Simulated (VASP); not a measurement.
Write the native input for VASP 6.6.1 that does the following.

```yaml
Task: single point
Functional: r2SCAN
Potentials_or_basis: VASP PAW PBE potentials, release 64 (Hg)
Cutoff: 520 eV
k_mesh: 8 × 8 × 11
Occupations: fermi-dirac, width 0.1 eV
Spin: no spin polarisation
Dipole_correction: no
Further_INCAR_settings: ALGO = Normal; EDIFF = 1e-07; NBANDS = 25
```

Crystal: Hg.

```
Hg
1.0
     5.63680    0.00000    0.00000
    -2.81840    4.88162    0.00000
     0.00000    0.00000    3.29663
Hg
3
Direct
  0.00000 0.00000 0.00000
  0.33333 0.66667 0.50000
  0.66667 0.33333 0.50000
```

One way to write it, as run:

POSCAR

```
Hg
1.0
    5.6368041241      0.0000000000      0.0000000000
   -2.8184020620      4.8816155676      0.0000000000
    0.0000000000      0.0000000000      3.2966315964
Hg
3
Direct
    1.0000000000      1.0000000000      0.0000000000
    0.3333333333      0.6666666667      0.5000000000
    0.6666666667      0.3333333333      0.5000000000
```

INCAR.step1

```
SYSTEM = Hg
PREC = Accurate
ENCUT = 520
ISMEAR = -1
SIGMA = 0.1
LREAL = .False.
LASPH = .True.
NELM = 60
NBANDS = 25
GGA = PE
ALGO = Normal
EDIFF = 1E-4
LWAVE = .True.
LCHARG = .False.
```

INCAR.step2

```
SYSTEM = Hg
PREC = Accurate
ENCUT = 520
EDIFF = 1E-7
ISMEAR = -1
SIGMA = 0.1
LREAL = .False.
LASPH = .True.
NELM = 60
ALGO = Normal
ISIF = 2
LWAVE = .False.
LCHARG = .False.
METAGGA = R2SCAN
LMIXTAU = .True.
NBANDS = 25
ISTART = 1
```

KPOINTS

```
regular mesh
0
Gamma
  8 8 11
  0 0 0
```

Potentials or basis: VASP PAW PBE potentials, release 64 (Hg).

Run with:

```bash
$ cat potpaw_PBE.64/Hg/POTCAR > POTCAR
$ cp INCAR.step1 INCAR
$ mpirun -np 1 vasp_std > vasp.out
$ cp INCAR.step2 INCAR
$ mpirun -np 1 vasp_std > vasp.out
```

It gave:

| Item | Value |
| --- | --- |
| Pressure | -1.3 GPa |
| Band gap on the k mesh | zero (bands 18 and 19 overlap by 1.66 eV) |

Caveat: the PAW data sets were made with another functional, which shifts forces and pressure a little; spin-orbit coupling is left out, which moves the levels of the heavy elements.

It took 3.5 min on 1 thread of Intel(R) Xeon(R) 6975P-C (Granite Rapids), with other jobs on the host, peak memory 0.28 GiB.
